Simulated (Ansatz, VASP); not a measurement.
## One calculation of MgO, two programs

```
CELL_PARAMETERS angstrom
0.00000 2.05952 2.09281
2.05952 0.00000 2.09281
2.05952 2.05952 0.00000
ATOMIC_POSITIONS crystal
Mg 0.00000 0.00000 0.00000
O 0.50000 0.50000 0.50000
```

Change from the starting cell: strained cell.

Alike in both runs: task relaxation of the atoms; functional LDA; k mesh 8 × 8 × 8; occupations gaussian, width 0.02 eV; no spin polarisation.

|  | VASP | Ansatz |
| --- | --- | --- |
| version | VASP 6.6.1 | Ansatz 0.2.0 |
| potentials or method | VASP PAW LDA potentials, release 64 (Mg, O), cutoff 520 eV | scalar-relativistic, plane waves, PAW |
| valence electrons in the cell | 8 | 16 |

|  | VASP | Ansatz | Ansatz less VASP |
| --- | --- | --- | --- |
| gap on the k mesh at the Fermi level, each at its own relaxed structure (eV) | 5.15 | 5.15 | +0.004 |

Ansatz warns that its potentials were made for another functional, while VASP's fit it. LDA's correlation is that of Perdew and Zunger in VASP and of Perdew and Wang (1992) in Ansatz. VASP's potentials hold 8 valence electrons a cell and Ansatz's 16, so a difference there can come from the potentials and not from the codes. Ansatz's warnings: stress scf threshold loose.

Noted on VASP's run: the relaxation stopped at its first step, so nothing moved.
